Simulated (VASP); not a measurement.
# Sn (Fd-3m) in VASP: a series of runs

The runs below take Sn through single point, with PBE.

Everything below comes from runs of VASP 6.6.1. Logs are shortened: lines on timing, memory, paths and dates and some standing lists are left out, and cuts for length are marked.

**1. The cell of the first run**

Symmetry: Fd-3m, No. 227, cubic system. Conventional cell: a = 6.296 Å, b = 6.296 Å, c = 6.296 Å, α = 90.00°, β = 90.00°, γ = 90.00°. Within 3.6 Å of Sn (site symmetry -43m) lie 4 Sn at 2.73 Å.

This isn't the form of Sn at room conditions, which is tetragonal (white tin).

**2. Single point, PBE (strain -0.030 along x and y, -0.030 along z)**

The input, INCAR:

```
SYSTEM = Sn
ALGO = Normal ; EDIFF = 1E-7
ENCUT = 520 ; GGA = PE
ISIF = 2 ; ISMEAR = 0
LASPH = .True. ; LCHARG = .False.
LREAL = .False. ; LWAVE = .False.
NBANDS = 21 ; NELM = 100
PREC = Accurate ; SIGMA = 0.15
```

The input, KPOINTS:

```
k-points
0
Gamma
  12 12 12
  0 0 0
```

The input, POSCAR:

```
Sn
1.0
    0.0000000000      3.1482320000      3.1482320000
    3.1482320000      0.0000000000      3.1482320000
    3.1482320000      3.1482320000      0.0000000000
Sn
2
Direct
    0.5000000000      0.5000000000      0.5000000000
    0.7500000000      0.7500000000      0.7500000000
```

Potentials or basis: VASP PAW PBE potentials, release 64 (Sn_d).

Command:

```bash
$ cat potpaw_PBE.64/Sn_d/POTCAR > POTCAR
$ mpirun -np 1 vasp_std > vasp.out
```

OUTCAR:

```text
SYSTEM = Sn
   EDIFF = 1E-7
   ENCUT = 520
   GGA = PE
   ISIF = 2
   ISMEAR = 0
   LASPH = .True.
   LREAL = .False.
   NELM = 100
   PREC = Accurate

 ion  position               nearest neighbor table
   1  0.500  0.500  0.500-   2 2.73   2 2.73   2 2.73   2 2.73
   2  0.750  0.750  0.750-   1 2.73   1 2.73   1 2.73   1 2.73

  LATTYP: Found a face centered cubic cell.
 ALAT       =     6.2964640000

  Lattice vectors:

 A1 = (   0.0000000000,   3.1482320000,   3.1482320000)
 A2 = (   3.1482320000,   0.0000000000,   3.1482320000)
 A3 = (   3.1482320000,   3.1482320000,   0.0000000000)

Analysis of symmetry for initial positions (statically):
=====================================================================
 Subroutine PRICEL returns:
 Original cell was already a primitive cell.

 Routine SETGRP: Setting up the symmetry group for a
 face centered cubic supercell.

 Subroutine GETGRP returns: Found 48 space group operations
 (whereof 24 operations were pure point group operations)
 out of a pool of 48 trial point group operations.

The static configuration has the point symmetry T_d .
 The point group associated with its full space group is O_h .

Analysis of symmetry for dynamics (positions and initial velocities):
=====================================================================
 Subroutine PRICEL returns:
 Original cell was already a primitive cell.

 Routine SETGRP: Setting up the symmetry group for a
 face centered cubic supercell.

 Subroutine GETGRP returns: Found 48 space group operations
 (whereof 24 operations were pure point group operations)
 out of a pool of 48 trial point group operations.

The dynamic configuration has the point symmetry T_d .
 The point group associated with its full space group is O_h .

 Subroutine INISYM returns: Found 48 space group operations
 (whereof 24 operations are pure point group operations),
 and found     1 'primitive' translations

----------------------------------------------------------------------------------------

                                     Primitive cell

  volume of cell :      62.4066

  direct lattice vectors                    reciprocal lattice vectors
     0.000000000  3.148232000  3.148232000    -0.158819299  0.158819299  0.158819299
     3.148232000  0.000000000  3.148232000     0.158819299 -0.158819299  0.158819299
     3.148232000  3.148232000  0.000000000     0.158819299  0.158819299 -0.158819299

  length of vectors
     4.452272392  4.452272392  4.452272392     0.275083095  0.275083095  0.275083095

  position of ions in fractional coordinates (direct lattice)
     0.500000000  0.500000000  0.500000000
     0.750000000  0.750000000  0.750000000

  ion indices of the primitive-cell ions
   primitive index   ion index
                 1           1
                 2           2

----------------------------------------------------------------------------------------

 KPOINTS: k-points

Automatic generation of k-mesh.
 Grid dimensions read from file:
 generate k-points for:   12   12   12

 Generating k-lattice:

  Cartesian coordinates                     Fractional coordinates (reciprocal lattice)
    -0.013234942  0.013234942  0.013234942     0.083333333  0.000000000  0.000000000
     0.013234942 -0.013234942  0.013234942     0.000000000  0.083333333  0.000000000
     0.013234942  0.013234942 -0.013234942     0.000000000  0.000000000  0.083333333

  Length of vectors
     0.022923591  0.022923591  0.022923591

  Shift w.r.t. Gamma in fractional coordinates (k-lattice)
     0.000000000  0.000000000  0.000000000

 Subroutine IBZKPT returns following result:
 ===========================================

 Found     72 irreducible k-points:

 Following reciprocal coordinates:
            Coordinates               Weight
  0.000000  0.000000  0.000000      1.000000
  0.083333  0.000000  0.000000      8.000000
  0.166667  0.000000  0.000000      8.000000
  0.250000  0.000000  0.000000      8.000000
  0.333333  0.000000  0.000000      8.000000
  0.416667  0.000000  0.000000      8.000000
[... 16 lines left out ...]
  0.500000  0.166667  0.000000     24.000000
 -0.416667  0.166667  0.000000     24.000000
 [... further k-points ...]
   k-points           NKPTS =     72   k-points in BZ     NKDIM =     72   number of bands    NBANDS=     21
   number of dos      NEDOS =    301   number of ions     NIONS =      2
   total plane-waves  NPLWV =  46656
   dimension x,y,z NGX =    36 NGY =   36 NGZ =   36
   dimension x,y,z NGXF=    72 NGYF=   72 NGZF=   72
   ions per type =               2
   NGX,Y,Z   is equivalent  to a cutoff of  13.44, 13.44, 13.44 a.u.
   NGXF,Y,Z  is equivalent  to a cutoff of  26.88, 26.88, 26.88 a.u.
 SYSTEM =  Sn
   PREC   = accura    normal or accurate (medium, high low for compatibility)
   ISTART =      0    job   : 0-new  1-cont  2-samecut
   ICHARG =      2    charge: 1-file 2-atom 10-const
   ISPIN  =      1    spin polarized calculation?
   LNONCOLLINEAR =      F non collinear calculations
   LSORBIT =      F    spin-orbit coupling
   LASPH  =      T    aspherical Exc in radial PAW
   ENCUT  =  520.0 eV  38.22 Ry    6.18 a.u.   8.28  8.28  8.28*2*pi/ulx,y,z
   NELM   =    100;   NELMIN=  2; NELMDL= -5     # of ELM steps
   EDIFF  = 0.1E-06   stopping-criterion for ELM
   LREAL  =      F    real-space projection
   EDIFFG = 0.1E-05   stopping-criterion for IOM
   NSW    =      0    number of steps for IOM
   IBRION =     -1    ionic relax: 0-MD 1-quasi-New 2-CG
   NFREE  =      0    steps in history (QN), initial steepest desc. (CG)
   ISIF   =      2    stress and relaxation
   ISYM   =      2    0-nonsym 1-usesym 2-fastsym
   POTIM  = 0.5000    time-step for ionic-motion
   TEBEG  =    0.0;   TEEND  =   0.0 temperature during run
   PSTRESS=    0.0 pullay stress
   NELECT =      28.0000    total number of electrons
   NUPDOWN=      -1.0000    fix difference up-down
   EMIN   =  10.00;   EMAX   =-10.00  energy-range for DOS
   EFERMI =   0.00;   METHOD = LEGACY
   ISMEAR =     0;   SIGMA  =   0.15  broadening in eV -4-tet -1-fermi 0-gaus
   EFERMI_NEDOS =   21; number of points for ismear=-14 and -15
   IALGO  =     38    algorithm
   IMIX   =      4    mixing-type and parameters
     AMIX     =   0.40;   BMIX     =  1.00
     AMIX_MAG =   1.60;   BMIX_MAG =  1.00
  volume/ion in A,a.u.               =      31.20       210.57
  Fermi-wavevector in a.u.,A,eV,Ry     =   1.253288  2.368370 21.371080  1.570730
  Thomas-Fermi vector in A             =   2.387148
   LORBIT       =      0    0 simple, 1 ext, 2 COOP (PROOUT), +10 PAW based schemes
   GGA     = PE    functional components
   LHFCALC =     F    Hartree Fock is set to
   AEXX    =    0.0000 exact exchange contribution
   IVDW    =     0    specifies the selected vdW correction
   LEPSILON=     F    determine dielectric tensor
   LRPA    =     F    only Hartree local field effects (RPA)
 non-spin polarized calculation
 Gauss-broadening in eV      SIGMA  =   0.15
  energy-cutoff  :      520.00
  volume of cell :       62.41
 maximum number of plane-waves:      1701
 NGX is ok and might be reduce to    36
   NGX = 17   NGY = 17   NGZ = 17

 number of electron      27.9999996 magnetization

 Free energy of the ion-electron system (eV)
  ---------------------------------------------------
  ext. energy  EPLUGINS =         0.00000000
  ---------------------------------------------------
  free energy    TOTEN  =        -7.42767113 eV

  energy without entropy =       -7.42680997  energy(sigma->0) =       -7.42724055

 E-fermi :   6.7568     XC(G=0):  -9.2806

 val. band max:        6.7429472465   @ k =   0.0000   0.0000   0.0000
 cond. band min:       6.8403877646   @ k =   0.5000   0.0000   0.0000
 fundamental gap:      0.0974405180
 Fermi energy:         6.7567694533

 k-point     1 :       0.0000    0.0000    0.0000
  band No.  band energies     occupation
      1     -15.2413      2.00000
      2     -15.2413      2.00000
      3     -15.2413      2.00000
      4     -15.1681      2.00000
      5     -15.1681      2.00000
      6     -14.7765      2.00000
[... 13 lines left out ...]
     20      14.8391      0.00000
     21      14.8391      0.00000

 k-point     2 :       0.0833    0.0000    0.0000
  band No.  band energies     occupation
      1     -15.2486      2.00000
      2     -15.2486      2.00000
      3     -15.2392      2.00000
      4     -15.1580      2.00000
      5     -15.1580      2.00000
      6     -14.7902      2.00000
[... 13 lines left out ...]
     20      14.1087      0.00000
     21      14.1087      0.00000

 k-point     3 :       0.1667    0.0000    0.0000
  band No.  band energies     occupation
      1     -15.2623      2.00000
      2     -15.2623      2.00000
      3     -15.2336      2.00000
      4     -15.1373      2.00000
      5     -15.1373      2.00000
      6     -14.8099      2.00000
[... 13 lines left out ...]
     20      13.6278      0.00000
     21      13.6278      0.00000

 k-point     4 :       0.2500    0.0000    0.0000
  band No.  band energies     occupation
      1     -15.2740      2.00000
      2     -15.2740      2.00000
      3     -15.2257      2.00000
      4     -15.1167      2.00000
      5     -15.1167      2.00000
      6     -14.8266      2.00000
[... 13 lines left out ...]
     20      13.6140      0.00000
     21      13.6140      0.00000

 k-point     5 :       0.3333    0.0000    0.0000
  band No.  band energies     occupation
      1     -15.2816      2.00000
      2     -15.2816      2.00000
      3     -15.2177      2.00000
      4     -15.1016      2.00000
      5     -15.1016      2.00000
      6     -14.8376      2.00000
[... 13 lines left out ...]
     20      14.1282      0.00000
     21      14.1282      0.00000
[... 382 lines left out ...]
     20      14.5256      0.00000
     21      15.1947      0.00000

 k-point    22 :       0.4167    0.1667    0.0000
  band No.  band energies     occupation
      1     -15.3087      2.00000
      2     -15.2869      2.00000
      3     -15.1970      2.00000
      4     -15.0833      2.00000
      5     -15.0466      2.00000
      6     -14.9248      2.00000
[... 13 lines left out ...]
     20      15.4385      0.00000
     21      15.8272      0.00000

 k-point    23 :       0.5000    0.1667    0.0000
  band No.  band energies     occupation
      1     -15.3163      2.00000
      2     -15.2932      2.00000
      3     -15.1775      2.00000
      4     -15.0670      2.00000
      5     -15.0525      2.00000
      6     -14.9128      2.00000
[... 13 lines left out ...]
     20      15.7540      0.00000
     21      15.8381      0.00000

 k-point    24 :      -0.4167    0.1667    0.0000
  band No.  band energies     occupation
      1     -15.3169      2.00000
      2     -15.2972      2.00000
      3     -15.1676      2.00000
      4     -15.0688      2.00000
      5     -15.0555      2.00000
      6     -14.8882      2.00000
[... 13 lines left out ...]
     20      14.7041      0.00000
     21      14.9074      0.00000

 [... further k-points ...]

------------------------ aborting loop because EDIFF is reached ----------------------------------------

  FORCE on cell =-STRESS in cart. coord.  units (eV):
  Direction    XX          YY          ZZ          XY          YZ          ZX
  --------------------------------------------------------------------------------------
  -------------------------------------------------------------------------------------
  Total        3.4448851      3.4448851      3.4448851      0.0000000      0.0000000      0.0000000
  in kB       88.4413051     88.4413051     88.4413051      0.0000000      0.0000000      0.0000000
  external PRESSURE =      88.4413051 kB  Pullay stress =       0.0000000 kB

 VOLUME and BASIS-vectors are now :
 -----------------------------------------------------------------------------
  energy-cutoff  :      520.00
  volume of cell :       62.41
      direct lattice vectors                 reciprocal lattice vectors
     0.000000000  3.148232000  3.148232000    -0.158819299  0.158819299  0.158819299
     3.148232000  0.000000000  3.148232000     0.158819299 -0.158819299  0.158819299
     3.148232000  3.148232000  0.000000000     0.158819299  0.158819299 -0.158819299

 POSITION                                       TOTAL-FORCE (eV/Angst)
 -----------------------------------------------------------------------------------
      3.14823      3.14823      3.14823        -0.000000     -0.000000     -0.000000
      4.72235      4.72235      4.72235         0.000000      0.000000      0.000000
 -----------------------------------------------------------------------------------
    total drift:                                0.000000      0.000000      0.000000

  FREE ENERGIE OF THE ION-ELECTRON SYSTEM (eV)
  ---------------------------------------------------
  free  energy   TOTEN  =        -7.4276711280 eV

  energy  without entropy=       -7.4268099749  energy(sigma->0) =       -7.42724055
```

Run time: 33 s. Hardware: 1 thread of Intel Xeon 6975P-C (Granite Rapids), shared host; peak memory 0.24 GiB.

Results:

| Item | Value |
| --- | --- |
| Free energy | -7.4277 eV |
| Pressure | 8.8 GPa |
| Band gap on the k mesh | zero (filled and empty bands touch) |

Caveat: the cell differs from its parent crystal (strain -0.030 along x and y, -0.030 along z); the cell stands under pressure; spin-orbit coupling is left out, which moves the levels of the heavy elements.

**3. Single point, PBE (strain -0.015 along x and y, -0.015 along z)**

The input, INCAR:

```
PREC = Accurate
ENCUT = 520
EDIFF = 1E-7
ISMEAR = 0
SIGMA = 0.15
LREAL = False
LASPH = True
NELM = 60
ALGO = Normal
ISIF = 2
LWAVE = False
LCHARG = True
GGA = PE
LELF = True
LVHAR = True
NBANDS = 21
```

The input, KPOINTS:

```
Automatic mesh
0
Gamma
  12 12 12
```

The input, POSCAR:

```
Sn
1.0
    0.0000000000      3.1969160000      3.1969160000
    3.1969160000      0.0000000000      3.1969160000
    3.1969160000      3.1969160000      0.0000000000
Sn
2
Direct
    0.5000000000      0.5000000000      0.5000000000
    0.7500000000      0.7500000000      0.7500000000
```

Potentials or basis: VASP PAW PBE potentials, release 64 (Sn_d).

Command:

```bash
$ cat potpaw_PBE.64/Sn_d/POTCAR > POTCAR
$ mpirun -np 1 vasp_std > vasp.out
```

It took 32 s on 1 thread of Intel Xeon 6975P-C (Granite Rapids), shared host; peak memory 0.24 GiB.

Results (log left out):

| Property | Result |
| --- | --- |
| Free energy | -7.5608 eV |
| Pressure | 5.7 GPa |
| Band gap on the k mesh | zero (filled and empty bands overlap) |

Levels at points of the mesh, in eV from the Fermi level:
```
           k point  band 11  band 12  band 13  band 14  band 15  band 16  band 17  band 18
(0.00, 0.00, 0.00)   -10.97    -0.38     0.03     0.03     0.03     2.10     2.10     2.10
(0.50, 0.00, 0.00)    -9.26    -6.53    -1.25    -1.25     0.02     3.19     3.19     5.55
(0.50, 0.50, 0.00)    -7.73    -7.73    -2.67    -2.67     0.71     0.71     7.95     7.95
```

Caveat: the cell differs from its parent crystal (strain -0.015 along x and y, -0.015 along z); the cell stands under pressure; spin-orbit coupling is left out, which moves the levels of the heavy elements.

**4. Single point, PBE (strain +0.015 along x and y, +0.015 along z)**

The input, INCAR:

```
PREC = Accurate
ENCUT = 520
EDIFF = 1E-7
ISMEAR = 0
SIGMA = 0.15
LREAL = F
LASPH = T
NELM = 80
ALGO = Fast
ISIF = 2
LWAVE = F
LCHARG = F
GGA = PE
NBANDS = 21
```

The input, KPOINTS:

```
regular mesh
0
Gamma
  12 12 12
```

The input, POSCAR:

```
Sn
1.0
    0.0000000000      3.2942840000      3.2942840000
    3.2942840000      0.0000000000      3.2942840000
    3.2942840000      3.2942840000      0.0000000000
Sn
2
Direct
    0.5000000000      0.5000000000      0.5000000000
    0.7500000000      0.7500000000      0.7500000000
```

Command:

```bash
$ cat potpaw_PBE.64/Sn_d/POTCAR > POTCAR
$ mpirun -np 1 vasp_std > vasp.out
```

It took 47 s on 1 thread of Intel Xeon 6975P-C (Granite Rapids), shared host; peak memory 0.25 GiB.

The run converged. Its results:

```
Free energy            : -7.6862 eV
Pressure               : 1.1 GPa
Band gap on the k mesh : zero (bands 14 and 15 overlap by 0.18 eV)
```

Levels at points of the mesh, in eV from the Fermi level:
| k point | band 12 | band 13 | band 14 | band 15 | band 16 | band 17 |
| --- | --- | --- | --- | --- | --- | --- |
| (0.00, 0.00, 0.00) | -0.95 | 0.09 | 0.09 | 0.09 | 2.15 | 2.15 |
| (0.50, 0.00, 0.00) | -6.13 | -1.05 | -1.05 | -0.09 | 3.21 | 3.21 |
| (0.50, 0.50, 0.00) | -7.36 | -2.32 | -2.32 | 0.87 | 0.87 | 7.44 |

Caveat: the cell differs from its parent crystal (strain +0.015 along x and y, +0.015 along z); spin-orbit coupling is left out, which moves the levels of the heavy elements.

**5. Single point, PBE (strain +0.030 along x and y, +0.030 along z)**

The input, INCAR:

```
SYSTEM = Sn
  PREC = Accurate
  ENCUT = 520
  EDIFF = 1E-7
  ISMEAR = 0
  SIGMA = 0.15
  LREAL = .False.
  LASPH = .True.
  NELM = 80
  ALGO = Normal
  ISIF = 2
  LWAVE = .False.
  LCHARG = .False.
  GGA = PE
  NBANDS = 21
```

The input, KPOINTS:

```
regular mesh
0
Gamma
  12 12 12
  0 0 0
```

The input, POSCAR:

```
Sn
1.0
    0.0000000000      3.3429680000      3.3429680000
    3.3429680000      0.0000000000      3.3429680000
    3.3429680000      3.3429680000      0.0000000000
Sn
2
Direct
    0.5000000000      0.5000000000      0.5000000000
    0.7500000000      0.7500000000      0.7500000000
```

Command:

```bash
$ cat potpaw_PBE.64/Sn_d/POTCAR > POTCAR
$ mpirun -np 1 vasp_std > vasp.out
```

Wall time 34 s (1 thread of Intel Xeon 6975P-C (Granite Rapids), shared host); peak memory 0.25 GiB.

The run converged. Its results:

* Free energy: -7.6924 eV
* Pressure: -0.5 GPa
* Band gap on the k mesh: zero (bands 14 and 15 overlap by 0.25 eV)

Levels at points of the mesh, in eV from the Fermi level:
| k point | band 12 | band 13 | band 14 | band 15 | band 16 | band 17 |
| --- | --- | --- | --- | --- | --- | --- |
| (0.00, 0.00, 0.00) | -1.22 | 0.11 | 0.11 | 0.11 | 2.16 | 2.16 |
| (0.50, 0.00, 0.00) | -5.97 | -0.97 | -0.97 | -0.15 | 3.21 | 3.21 |
| (0.50, 0.50, 0.00) | -7.21 | -2.16 | -2.16 | 0.93 | 0.93 | 7.19 |

Caveat: the cell differs from its parent crystal (strain +0.030 along x and y, +0.030 along z); spin-orbit coupling is left out, which moves the levels of the heavy elements.

**6. The runs side by side**

```tsv
cell	gap on the mesh (eV)	pressure (GPa)
a = 4.452 Å, angles 60.0°, 2 atoms	none	8.8
a = 4.521 Å, angles 60.0°, 2 atoms	none	5.7
a = 4.659 Å, angles 60.0°, 2 atoms	none	1.1
a = 4.728 Å, angles 60.0°, 2 atoms	none	-0.5
```

Alike in all rows: task single point; level PBE; potentials or basis VASP PAW PBE potentials, release 64 (Sn_d); no spin polarisation; k mesh 12 × 12 × 12; cutoff (eV) 520; smearing gaussian 0.15 eV.

Caveats: spin-orbit coupling is left out, which moves the levels of the heavy elements; the cell stands under pressure (at least some runs).

Absolute energies hang on the potentials; compare differences alone.

The gap in the log of VASP goes by the Fermi energy; the results here count the filled bands.